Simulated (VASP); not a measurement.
Here is a VASP 6.6.1 calculation.

The input INCAR:

```
SYSTEM = Li
PREC = Accurate
ENCUT = 520
EDIFF = 1E-6
ISMEAR = -1
SIGMA = 0.1
LREAL = Auto
LASPH = .True.
NELM = 60
ALGO = Normal
ISIF = 2
LWAVE = .False.
LCHARG = .False.
GGA = PE
IVDW = 12
NBANDS = 38
```

The input KPOINTS:

```
Automatic mesh
0
Gamma
  2 2 2
  0 0 0
```

The input POSCAR:

```
Li
1.0
    7.2053150000      0.0000000000      0.0000000000
    0.0000000000      7.2053150000      0.0000000000
    0.0000000000      0.0000000000      7.2053150000
Li
16
Direct
    0.0180838728     -0.0565693519      0.0297835695
    0.5099291287      0.0029145152      0.0787335460
   -0.0693932188      0.4907072071      0.0460354613
    0.0573743133     -0.0126989590      0.4552056364
    0.2919233927      0.2564079433      0.2308434815
    0.5484701224      0.4208976290      0.0091182689
    0.4612844824      0.0252591316      0.5497469576
    0.7328062687      0.2460683537      0.3266616380
    0.0319625166      0.4856137449      0.6043316635
    0.2382130413      0.6317558636      0.2401282942
    0.2033082523      0.2096646711      0.7961345201
    0.4896801875      0.4718183730      0.5278880937
    0.7620485711      0.6892412060      0.3671040059
    0.8158977088      0.1402298165      0.7852397848
    0.2302328212      0.7124185410      0.7729849424
    0.6977488146      0.7371641628      0.7636584938
```

Potentials or basis: VASP PAW PBE potentials, release 64 (Li_sv).

Run with:

```bash
$ cat potpaw_PBE.64/Li_sv/POTCAR > POTCAR
$ mpirun -np 1 vasp_std > vasp.out
```

(1) What does it give for the dispersion energy per atom?

(2) Predict the band gap on the k mesh.

(3) Predict the largest force.

Results:

(1) -0.147 eV.

(2) zero (bands 24 and 25 overlap by 0.74 eV).

(3) 0.674 eV/Å.

Caveat: the k points lie up to 0.44 Å⁻¹ apart, too coarse for converged energies and pressures of a metal; the atoms stand as in a frame of molecular dynamics.
